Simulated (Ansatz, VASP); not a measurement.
## P in VASP and in Ansatz

Contents of INCAR:

```
  ALGO = Normal
  EDIFF = 1E-6
  ENCUT = 520
  GGA = PE
  ISIF = 2
  ISMEAR = 0
  IVDW = 12
  LASPH = True
  LCHARG = False
  LREAL = False
  LWAVE = False
  NBANDS = 30
  NELM = 100
  PREC = Accurate
  SIGMA = 0.15
```

Contents of KPOINTS:

```
k-points
0
Gamma
  12 12 12
```

POSCAR

```
P
1.0
    0.0000000000     -4.8145205296      0.0000000000
   -4.8145205296      0.0000000000      0.0000000000
    0.0000000000      0.0000000000     -4.8147372170
P
8
Direct
    0.5000000000      0.5000000000      0.4948076086
    0.5000000000      0.5000000000      0.0000000000
    0.0000000000      0.5000000000      0.5000000000
    0.0000000000      0.5000000000      0.0000000000
    0.5000000000      0.0000000000      0.5000000000
    0.5000000000      0.0000000000      0.0000000000
    0.0000000000      0.0000000000      0.5000000000
    0.0000000000      0.0000000000      0.0000000000
```

Input for Ansatz:

```yaml
crystal:
  lattice:
    - [0.0, -4.8145205296, 0.0]
    - [-4.8145205296, 0.0, 0.0]
    - [0.0, 0.0, -4.814737217]
  atoms:
    - { symbol: P, position: [0.5, 0.5, 0.4948076086] }
    - { symbol: P, position: [0.5, 0.5, 0.0] }
    - { symbol: P, position: [0.0, 0.5, 0.5] }
    - { symbol: P, position: [0.0, 0.5, 0.0] }
    - { symbol: P, position: [0.5, 0.0, 0.5] }
    - { symbol: P, position: [0.5, 0.0, 0.0] }
    - { symbol: P, position: [0.0, 0.0, 0.5] }
    - { symbol: P, position: [0.0, 0.0, 0.0] }
basis:
  ecutwfc: 420
kpoints:
  mp_grid: { grid: [12, 12, 12] }
hamiltonian:
  xc: pbe
  dispersion: d3bj
scf:
  occupations: { method: gaussian, width: 0.15 }
output:
  forces: true
  stress: true
  eigenvalues: true
```

Alike in both runs: task single point; functional PBE; dispersion D3(BJ); k mesh 12 × 12 × 12; occupations gaussian, width 0.15 eV; no spin polarisation.

|  | VASP | Ansatz |
| --- | --- | --- |
| version | VASP 6.6.1 | Ansatz 0.2.0 |
| potentials or method | VASP PAW PBE potentials, release 64 (P), cutoff 520 eV | scalar-relativistic, plane waves, PAW |
| valence electrons in the cell | 40 | 40 |

|  | VASP | Ansatz | Ansatz less VASP |
| --- | --- | --- | --- |
| gap on the k mesh at the Fermi level (eV) | none | none | - |
| pressure (GPa) | -0.3 | 0.0 | +0.34 |
| rms of the force components (eV/Å) | 0.027 | 0.028 | +0.0005 |

Atom by atom the forces differ by 0.001 eV/Å (rms over components). A gap of «none» marks a metal or a gap that the smearing closes.
